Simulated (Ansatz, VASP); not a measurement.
**Two plane-wave programs on RbHg**

```
Rb Hg
1.0
     0.00000    4.41226    4.41226
     4.41226    0.00000    4.41226
     4.41226    4.41226    0.00000
Rb Hg
2 2
Direct
  0.50000 0.50000 0.50000
  0.75000 0.75000 0.75000
  0.00000 0.00000 0.00000
  0.25000 0.25000 0.25000
```

Change from the starting cell: species swapped into the NaTl type (Fd-3m, No. 227).

Alike in both runs: functional PBE; k mesh 10 × 10 × 10; occupations gaussian, width 0.1 eV; no spin polarisation.

Ansatz relaxed the structure, and its values are those at the end. VASP's run is a single point on that final structure, the one shown.

|  | VASP | Ansatz |
| --- | --- | --- |
| version | VASP 6.6.1 | Ansatz 0.2.0 |
| potentials or method | VASP PAW PBE potentials, release 64 (Rb_sv, Hg), cutoff 520 eV | scalar-relativistic, plane waves, PAW |
| valence electrons in the cell | 42 | 58 |

```tsv
	VASP	Ansatz	Ansatz less VASP
gap on the k mesh at the Fermi level (eV)	none	none	-
pressure (GPa)	0.0	0.0	+0.01
```

A gap of «none» marks a metal or a gap that the smearing closes. VASP's potentials hold 42 valence electrons a cell and Ansatz's 58, so a difference there can come from the potentials and not from the codes.

Neither program's run includes spin-orbit coupling.
